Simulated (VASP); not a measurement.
# Te (P6_3/mmc) in VASP: further runs

Runs on Te. Level: r2SCAN. Tasks: single point.

Program: VASP 6.6.1. These are calculated values, not measurements. Logs are shortened: lines on timing, memory, paths and dates and some standing lists are left out, and cuts for length are marked.

### Step 1. The cell of the first run

Symmetry: P6_3/mmc, No. 194, hexagonal system. The conventional cell has a = 3.949 Å, b = 3.949 Å, c = 4.267 Å, α = 90.00°, β = 90.00°, γ = 120.00°. Te (site symmetry -6m2) has 12 Te at 3.12 to 3.95 Å within 4.1 Å.

### Step 2. Single point, r2SCAN (volume scaled by 0.92)

Input file POSCAR:

```
Te
1.0
    3.9493386218      0.0000000000      0.0000000000
   -1.9746693109      3.4202275747      0.0000000000
    0.0000000000      0.0000000000      4.2672978369
Te
2
Direct
    0.3333333333      0.6666666667      0.2500000000
    0.6666666667      0.3333333333      0.7500000000
```

Input file INCAR.step1:

```
  PREC = Accurate
  ENCUT = 520
  ISMEAR = -1
  SIGMA = 0.1
  LREAL = False
  LASPH = True
  NELM = 80
  NBANDS = 13
  GGA = PE
  ALGO = Normal
  EDIFF = 1E-4
  LWAVE = True
  LCHARG = False
```

Input file INCAR.step2:

```
  PREC = Accurate
  ENCUT = 520
  EDIFF = 1E-6
  ISMEAR = -1
  SIGMA = 0.1
  LREAL = False
  LASPH = True
  NELM = 80
  ALGO = Normal
  ISIF = 2
  LWAVE = False
  LCHARG = False
  METAGGA = R2SCAN
  LMIXTAU = True
  NBANDS = 13
  ISTART = 1
```

Input file KPOINTS:

```
Automatic mesh
0
Gamma
  10 10 8
```

Potentials or basis: VASP PAW PBE potentials, release 64 (Te).

The run is started by

```console
> cat potpaw_PBE.64/Te/POTCAR > POTCAR
> cp INCAR.step1 INCAR
> mpirun -np 1 vasp_std > vasp.out
> cp INCAR.step2 INCAR
> mpirun -np 1 vasp_std > vasp.out
```

OUTCAR:

```text
PREC = Accurate
   ENCUT = 520
   EDIFF = 1E-6
   ISMEAR = -1
   LREAL = False
   LASPH = True
   NELM = 80
   ISIF = 2
   METAGGA = R2SCAN
   ISTART = 1

 ion  position               nearest neighbor table
   1  0.333  0.667  0.250-   2 3.12   2 3.12   2 3.12   2 3.12   2 3.12   2 3.12
   2  0.667  0.333  0.750-   1 3.12   1 3.12   1 3.12   1 3.12   1 3.12   1 3.12

  LATTYP: Found a hexagonal cell.
 ALAT       =     3.9493386218
 C/A-ratio  =     1.0805094841

  Lattice vectors:

 A1 = (   3.9493386218,   0.0000000000,   0.0000000000)
 A2 = (  -1.9746693109,   3.4202275747,   0.0000000000)
 A3 = (   0.0000000000,   0.0000000000,   4.2672978369)

Analysis of symmetry for initial positions (statically):
=====================================================================
 Subroutine PRICEL returns:
 Original cell was already a primitive cell.

 Routine SETGRP: Setting up the symmetry group for a
 hexagonal supercell.

 Subroutine GETGRP returns: Found 24 space group operations
 (whereof 12 operations were pure point group operations)
 out of a pool of 24 trial point group operations.

The static configuration has the point symmetry D_3d.
 The point group associated with its full space group is D_6h.

Analysis of symmetry for dynamics (positions and initial velocities):
=====================================================================
 Subroutine PRICEL returns:
 Original cell was already a primitive cell.

 Routine SETGRP: Setting up the symmetry group for a
 hexagonal supercell.

 Subroutine GETGRP returns: Found 24 space group operations
 (whereof 12 operations were pure point group operations)
 out of a pool of 24 trial point group operations.

The dynamic configuration has the point symmetry D_3d.
 The point group associated with its full space group is D_6h.

 Subroutine INISYM returns: Found 24 space group operations
 (whereof 12 operations are pure point group operations),
 and found     1 'primitive' translations

----------------------------------------------------------------------------------------

                                     Primitive cell

  volume of cell :      57.6411

  direct lattice vectors                    reciprocal lattice vectors
     3.949338622  0.000000000  0.000000000     0.253206953  0.146189103  0.000000000
    -1.974669311  3.420227575  0.000000000     0.000000000  0.292378205  0.000000000
[... 88 lines left out ...]
   NSW    =      0    number of steps for IOM
   IBRION =     -1    ionic relax: 0-MD 1-quasi-New 2-CG
   NFREE  =      0    steps in history (QN), initial steepest desc. (CG)
   ISIF   =      2    stress and relaxation
   ISYM   =      2    0-nonsym 1-usesym 2-fastsym
   POTIM  = 0.5000    time-step for ionic-motion
   TEBEG  =    0.0;   TEEND  =   0.0 temperature during run
   PSTRESS=    0.0 pullay stress
   NELECT =      12.0000    total number of electrons
   NUPDOWN=      -1.0000    fix difference up-down
   EMIN   =  10.00;   EMAX   =-10.00  energy-range for DOS
   EFERMI =   0.00;   METHOD = LEGACY
   ISMEAR =    -1;   SIGMA  =   0.10  broadening in eV -4-tet -1-fermi 0-gaus
   EFERMI_NEDOS =   21; number of points for ismear=-14 and -15
   IALGO  =     38    algorithm
   IMIX   =      4    mixing-type and parameters
     AMIX     =   0.40;   BMIX     =  1.00
     AMIX_MAG =   1.60;   BMIX_MAG =  1.00
  volume/ion in A,a.u.               =      28.82       194.49
  Fermi-wavevector in a.u.,A,eV,Ry     =   0.970267  1.833538 12.808763  0.941418
  Thomas-Fermi vector in A             =   2.100388
   LORBIT       =      0    0 simple, 1 ext, 2 COOP (PROOUT), +10 PAW based schemes
   METAGGA = R2SCAN    functional components
   LHFCALC =     F    Hartree Fock is set to
   AEXX    =    0.0000 exact exchange contribution
   IVDW    =     0    specifies the selected vdW correction
   LEPSILON=     F    determine dielectric tensor
   LRPA    =     F    only Hartree local field effects (RPA)
 non-spin polarized calculation
  energy-cutoff  :      520.00
  volume of cell :       57.64
 maximum number of plane-waves:      1588
 NGX is ok and might be reduce to    30
   NGX = 15   NGY = 15   NGZ = 15

 number of electron      12.0000001 magnetization

 Free energy of the ion-electron system (eV)
  ---------------------------------------------------
  ext. energy  EPLUGINS =         0.00000000
  ---------------------------------------------------
  free energy    TOTEN  =       -50.33191017 eV

  energy without entropy =      -50.29953704  energy(sigma->0) =      -50.31572360

 E-fermi :   7.8754     XC(G=0): -10.3669

 val. band max:        7.8691967026   @ k =   0.2000   0.2000   0.0000
 cond. band min:       7.8921145856   @ k =   0.1000   0.0000   0.3750
 fundamental gap:      0.0229178830
 Fermi energy:         7.8753666526

 k-point     1 :       0.0000    0.0000    0.0000
  band No.  band energies     occupation
      1      -7.1226      2.00000
      2      -0.7715      2.00000
      3       2.6127      2.00000
      4       5.6022      2.00000
      5       5.6022      2.00000
      6       8.7928      0.00021
      7       8.7928      0.00021
      8      11.1703      0.00000
      9      11.8364      0.00000
     10      14.3871      0.00000
     11      16.3693      0.00000
     12      16.3693      0.00000
     13      17.4771      0.00000
[... 354 lines left out ...]
  band No.  band energies     occupation
      1      -5.0532      2.00000
      2      -3.2521      2.00000
      3       2.7823      2.00000
      4       3.7708      2.00000
      5       5.3150      2.00000
      6       6.2581      2.00000
      7       8.7554      0.00030
      8       9.4633      0.00000
      9      11.8210      0.00000
     10      14.8628      0.00000
     11      16.7478      0.00000
     12      17.4104      0.00000
     13      19.2398      0.00000

 [... further k-points ...]
[... 5 lines left out ...]
  --------------------------------------------------------------------------------------
  -------------------------------------------------------------------------------------
  Total        1.5737816      1.5737816      2.4600935      0.0000000     -0.0000000      0.0000000
  in kB       43.7444253     43.7444253     68.3801222      0.0000000     -0.0000000      0.0000000
  external PRESSURE =      51.9563243 kB  Pullay stress =       0.0000000 kB

 VOLUME and BASIS-vectors are now :
 -----------------------------------------------------------------------------
  energy-cutoff  :      520.00
  volume of cell :       57.64
      direct lattice vectors                 reciprocal lattice vectors
     3.949338622  0.000000000  0.000000000     0.253206953  0.146189103  0.000000000
    -1.974669311  3.420227575  0.000000000     0.000000000  0.292378205  0.000000000
     0.000000000  0.000000000  4.267297837     0.000000000  0.000000000  0.234340334

 POSITION                                       TOTAL-FORCE (eV/Angst)
 -----------------------------------------------------------------------------------
     -0.00000      2.28015      1.06682        -0.000000     -0.000000      0.000000
      1.97467      1.14008      3.20047         0.000000      0.000000      0.000000
 -----------------------------------------------------------------------------------
    total drift:                               -0.000000      0.000000      0.000000

  FREE ENERGIE OF THE ION-ELECTRON SYSTEM (eV)
  ---------------------------------------------------
  free  energy   TOTEN  =       -50.3319101675 eV

  energy  without entropy=      -50.2995370419  energy(sigma->0) =      -50.31572360
```

OUTCAR.step1:

```text
PREC = Accurate
   ENCUT = 520
   ISMEAR = -1
   LREAL = False
   LASPH = True
[... 608 lines left out ...]
     -0.00000      2.28015      1.06682         0.000000      0.000000      0.000000
      1.97467      1.14008      3.20047        -0.000000     -0.000000      0.000000
 -----------------------------------------------------------------------------------
    total drift:                               -0.000000      0.000000      0.000000

  FREE ENERGIE OF THE ION-ELECTRON SYSTEM (eV)
  ---------------------------------------------------
  free  energy   TOTEN  =        -5.8789697461 eV

  energy  without entropy=       -5.8436597200  energy(sigma->0) =       -5.86131473
```

It used 130 s of CPU time on 1 thread of AMD EPYC 7R13 Processor (Zen 3), on a shared host.

Results:

- Free energy: -50.3319 eV
- Pressure: 5.2 GPa
- Band gap on the k mesh: zero (band 6 reaches 8.79 eV, above the bottom of band 7 at 6.84 eV)

Caveat: the PAW data sets were made with another functional, which shifts forces and pressure a little; spin-orbit coupling is left out, which moves the levels of the heavy elements.

[end of part 1 of 2]
